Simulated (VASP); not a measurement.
**Sn: relaxation of cell and atoms with PBE+D3(BJ)**

Crystal: Sn.

```
Sn
1.0
    -2.96432    2.96432    1.61635
     2.96432   -2.96432    1.61635
     2.96432    2.96432   -1.61635
Sn
2
Direct
  0.75000 0.25000 0.50000
  0.00000 0.00000 0.00000
```

```json
{
 "Program": "VASP 6.6.1",
 "Task": "relaxation of cell and atoms",
 "Functional": "PBE",
 "Dispersion": "D3(BJ)",
 "Potentials or basis": "VASP PAW PBE potentials, release 64 (Sn_d)",
 "Cutoff": "600 eV",
 "k mesh": "14 × 14 × 14",
 "Occupations": "gaussian, width 0.1 eV",
 "Spin": "no spin polarisation",
 "Dipole correction": "no",
 "Further INCAR settings": "ALGO = Fast; EDIFF = 1e-06; IBRION = 2; EDIFFG = -0.005; NSW = 70; ISIF = 3"
}
```

```json
{
  "Relaxed volume": "27.20 Å³/atom",
  "Relaxed cell": "a = 4.428 Å, b = 4.428 Å, c = 4.428 Å, α = 97.44°, β = 97.44°, γ = 137.81°",
  "Space group after relaxing (to 0.05 Å)": "I4_1/amd (No. 141)",
  "Energy gained by relaxing": "8.2 meV/atom",
  "Ionic steps": "3",
  "Pressure after relaxing": "0.0 GPa",
  "Band gap on the k mesh": "zero (band 14 reaches 9.40 eV, above the bottom of band 15 at 5.38 eV)",
  "Dispersion energy per atom": "-0.389 eV"
}
```

Step by step:
| step | energy change (eV) | largest force (eV/Å) | pressure (GPa) | volume (Å³) |
| --- | --- | --- | --- | --- |
| 1 | 0.0000 | 0.0000 | -2.09 | 56.81 |
| 2 | -0.0153 | 0.0000 | 0.57 | 53.82 |
| 3 | -0.0164 | 0.0000 | 0.00 | 54.39 |

Final structure:
```
Sn
1.0
    -2.92108    2.92108    1.59359
     2.92108   -2.92108    1.59359
     2.92108    2.92108   -1.59359
Sn
2
Direct
  0.75000 0.25000 0.50000
  0.00000 0.00000 0.00000
```

Levels at points of the mesh, in eV from the Fermi level:
```
           k point  band 11  band 12  band 13  band 14  band 15  band 16  band 17  band 18
(0.00, 0.00, 0.00)   -11.11    -3.62    -1.96    -1.96     2.99     6.24     6.24     6.83
(0.50, 0.00, 0.00)    -6.92    -5.39    -2.30    -1.68    -1.14     2.26     2.86     4.69
(0.50, 0.50, 0.00)    -8.87    -8.87     0.61     0.61     1.60     1.60     6.00     6.00
(0.50, 0.50, 0.50)    -7.53    -7.53    -4.79    -4.79     5.02     5.02     9.40     9.40
```

Wall time 9 min on 1 thread of Intel(R) Xeon(R) Platinum 8259CL CPU @ 2.50GHz (Skylake/Cascade Lake), with other jobs on the host, peak memory 0.41 GiB.

Caveat: spin-orbit coupling is left out, which moves the levels of the heavy elements; pairwise dispersion overbinds metals, which lowers pressure and volume.
